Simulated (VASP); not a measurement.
# C (P1) in VASP: notebook, part 2 of 2

VASP 6.6.1. Earlier steps stand in the parts before.

### 3 Single point, LDA (atoms moved at random and the cell strained at random)

File INCAR:

```
PREC = Accurate ; ENCUT = 520
EDIFF = 1E-6 ; ISMEAR = 0
SIGMA = 0.05 ; LREAL = F
LASPH = T ; NELM = 60
ALGO = Normal ; ISIF = 2
LWAVE = F ; LCHARG = F
NBANDS = 26
```

File KPOINTS:

```
regular mesh
0
Gamma
  8 8 8
```

File POSCAR:

```
C
1.0
   -2.4687418236      2.4496563636      2.4147959559
    2.4330673470     -2.4503962234      2.3798613392
    2.4017142619      2.3833686618     -2.4155358158
C
8
Direct
    0.3076479845     -0.0126007988     -0.0129729167
    0.6554158207      0.6835603518      0.6933263996
   -0.0103549545      0.3223425541     -0.0045068010
    0.0196723633      0.0380290597      0.3428436181
    0.0202489954      0.6787495905     -0.0192462155
    0.3374347045      0.3158599510      0.3406378826
    0.6929550041     -0.0130268088      0.0076055104
   -0.0230199180     -0.0129138994      0.6523125225
```

Potentials or basis: VASP PAW LDA potentials, release 64 (C).

The run is started by

```
$ cat potpaw_LDA.64/C/POTCAR > POTCAR
$ mpirun -np 1 vasp_std > vasp.out
```

OUTCAR:

```text
PREC = Accurate
   ENCUT = 520
   EDIFF = 1E-6
   ISMEAR = 0
   LREAL = F
   LASPH = T
   NELM = 60
   ISIF = 2

 ion  position               nearest neighbor table
   1  0.308  0.987  0.987-   5 1.42   6 1.58   7 1.61   8 1.61
   2  0.655  0.684  0.693-   7 1.40   6 1.43   8 1.61   5 1.62
   3  0.990  0.322  0.995-   5 1.48   7 1.55   8 1.61   6 1.69
   4  0.020  0.038  0.343-   8 1.43   6 1.44   7 1.48   5 1.75
   5  0.020  0.679  0.981-   1 1.42   3 1.48   2 1.62   4 1.75
   6  0.337  0.316  0.341-   2 1.43   4 1.44   1 1.58   3 1.69
   7  0.693  0.987  0.008-   2 1.40   4 1.48   3 1.55   1 1.61
   8  0.977  0.987  0.652-   4 1.43   2 1.61   1 1.61   3 1.61

  LATTYP: Found a triclinic cell.
 ALAT       =     6.7414788054
 B/A-ratio  =     0.6104372953
 C/A-ratio  =     1.0100116322
 COS(alpha) =     0.0012152627
 COS(beta)  =     0.5024307661
 COS(gamma) =     0.8128093253

  Lattice vectors:

 A1 = (  -4.7677540472,  -4.7659974638,   0.0364143365)
 A2 = (  -2.3660397853,  -2.3826288020,  -2.3791214793)
[... 192 lines left out ...]
 fundamental gap:      1.2206479796
 Fermi energy:         8.2760926737

 k-point     1 :       0.0000    0.0000    0.0000
  band No.  band energies     occupation
      1     -14.3979      2.00000
      2      -6.9822      2.00000
      3      -6.5242      2.00000
      4      -5.5080      2.00000
      5      -5.2348      2.00000
      6      -4.9753      2.00000
[... 685 lines left out ...]
     25      18.4080      0.00000
     26      18.9175      0.00000

 [... further k-points ...]

------------------------ aborting loop because EDIFF is reached ----------------------------------------

  FORCE on cell =-STRESS in cart. coord.  units (eV):
  Direction    XX          YY          ZZ          XY          YZ          ZX
  --------------------------------------------------------------------------------------
  -------------------------------------------------------------------------------------
  Total        2.3481804     -1.4870631     10.4937538      3.1464404      0.4489162      1.1492201
  in kB       67.1778243    -42.5425843    300.2101374     90.0148162     12.8428009     32.8774188
  external PRESSURE =     108.2817925 kB  Pullay stress =       0.0000000 kB

 VOLUME and BASIS-vectors are now :
 -----------------------------------------------------------------------------
  energy-cutoff  :      520.00
  volume of cell :       56.00
      direct lattice vectors                 reciprocal lattice vectors
    -2.468741824  2.449656364  2.414795956     0.004409231  0.207002838  0.208630229
     2.433067347 -2.450396223  2.379861339     0.208425486  0.002922747  0.210116713
     2.401714262  2.383368662 -2.415535816     0.209755180  0.209819016  0.001593053

 POSITION                                       TOTAL-FORCE (eV/Angst)
 -----------------------------------------------------------------------------------
      4.01346      0.68656      0.70858        -0.484860      1.929937      4.821072
      1.71027      1.58300      1.53472        -6.467011      1.177850      1.878917
      0.73199      4.00705      0.75227        -0.704550      0.835354      1.780709
      0.86737      0.77213     -0.69014        -2.399561      0.648131     -4.585427
      3.95694      0.72390     -0.70482         1.963451      0.021416     -6.134688
      0.75358      0.86448      0.74372         0.747840     -2.611815      2.443544
      0.70891     -0.70285      4.00383         5.667098     -4.409274     -1.020994
      1.55640      1.52921      3.13265         1.677593      2.408400      0.816866
 -----------------------------------------------------------------------------------
    total drift:                               -0.000121     -0.000003     -0.000065

  FREE ENERGIE OF THE ION-ELECTRON SYSTEM (eV)
  ---------------------------------------------------
  free  energy   TOTEN  =       -73.1875138965 eV

  energy  without entropy=      -73.1875138965  energy(sigma->0) =      -73.18751390
```

OSZICAR:

```text
N       E                     dE             d eps       ncg     rms          rms(c)
DAV:   1     0.810306510103E+02    0.81031E+02   -0.16431E+04 13520   0.117E+03
DAV:   2    -0.709497799436E+02   -0.15198E+03   -0.13932E+03 17584   0.238E+02
DAV:   3    -0.776674828990E+02   -0.67177E+01   -0.66333E+01 18330   0.460E+01
DAV:   4    -0.777583734149E+02   -0.90891E-01   -0.90734E-01 17208   0.597E+00
DAV:   5    -0.777606421070E+02   -0.22687E-02   -0.22672E-02 18328   0.872E-01    0.121E+01
DAV:   6    -0.742046560423E+02    0.35560E+01   -0.31742E+00 17012   0.971E+00    0.678E+00
DAV:   7    -0.731951205143E+02    0.10095E+01   -0.24495E+00 17700   0.844E+00    0.206E+00
DAV:   8    -0.731877828091E+02    0.73377E-02   -0.13989E-01 16808   0.219E+00    0.755E-01
DAV:   9    -0.731876647792E+02    0.11803E-03   -0.88057E-03 17476   0.541E-01    0.152E-01
DAV:  10    -0.731875020077E+02    0.16277E-03   -0.11761E-03 16870   0.199E-01    0.296E-02
DAV:  11    -0.731875103108E+02   -0.83031E-05   -0.48870E-05 17414   0.482E-02    0.223E-02
DAV:  12    -0.731875129067E+02   -0.25959E-05   -0.76621E-06 16948   0.167E-02    0.733E-03
DAV:  13    -0.731875138965E+02   -0.98983E-06   -0.10599E-06 12792   0.704E-03
   1 F= -.73187514E+02 E0= -.73187514E+02  d E =-.102272E-11
```

stdout:

```text
POSCAR found type information on POSCAR C
 POSCAR found :  1 types and       8 ions
 scaLAPACK will be used
 LDA part: xc-table for (Slater(with rela. corr.)+CA(PZ))
 , standard interpolation
 POSCAR, INCAR and KPOINTS ok, starting setup
 FFT: planning ... GRIDC
 FFT: planning ... GRID_SOFT
 FFT: planning ... GRID
 WAVECAR not read
 entering main loop
```

Wall time 6.8 min (1 thread of Intel Xeon 8259CL, shared host); peak memory 0.33 GiB.

What came out:

| Item | Value |
| --- | --- |
| Free energy | -73.1875 eV |
| Pressure | 10.8 GPa |
| Largest force | 7.253 eV/Å |
| Band gap on the k mesh | 1.22 eV (least direct gap 2.08 eV) |

Forces in eV/Å, atoms in the order of the input:
```
C   -0.485  1.930  4.821
C   -6.467  1.178  1.879
C   -0.705  0.835  1.781
C   -2.400  0.648 -4.585
C    1.963  0.021 -6.135
C    0.748 -2.612  2.444
C    5.667 -4.409 -1.021
C    1.678  2.408  0.817
```

Levels at points of the mesh, in eV from the valence-band top:
```csv
k point,band 13,band 14,band 15,band 16,band 17,band 18,band 19,band 20
"(0.00, 0.00, 0.00)",-6.45,-2.38,-1.08,-0.54,2.04,2.24,3.56,6.57
"(0.50, 0.00, 0.00)",-4.68,-3.87,-3.26,-3.23,1.94,3.01,4.09,5.62
"(0.00, 0.50, 0.00)",-4.57,-4.01,-3.43,-2.44,2.29,3.66,4.04,5.10
"(0.50, 0.50, 0.00)",-4.98,-4.09,-3.77,-2.62,1.93,3.54,4.44,5.05
"(0.00, 0.00, 0.50)",-5.34,-3.72,-3.31,-2.35,2.12,3.40,4.60,5.10
"(0.50, 0.00, 0.50)",-4.89,-4.07,-3.57,-2.84,1.88,3.09,4.21,5.53
"(0.00, 0.50, 0.50)",-4.98,-4.38,-2.69,-2.38,2.69,3.19,4.37,5.16
"(0.50, 0.50, 0.50)",-6.73,-2.30,-1.56,0.00,2.08,3.29,4.57,5.34
```

Caveat: the cell differs from its parent crystal (atoms moved at random and the cell strained at random); the stress differs along the axes, from -4 to 30 GPa; forces of over 1 eV/Å act on the atoms, so gaps and moduli don't describe the material at rest. A k mesh can miss the band edges.

The gap in the log of VASP goes by the Fermi energy; the results here count the filled bands.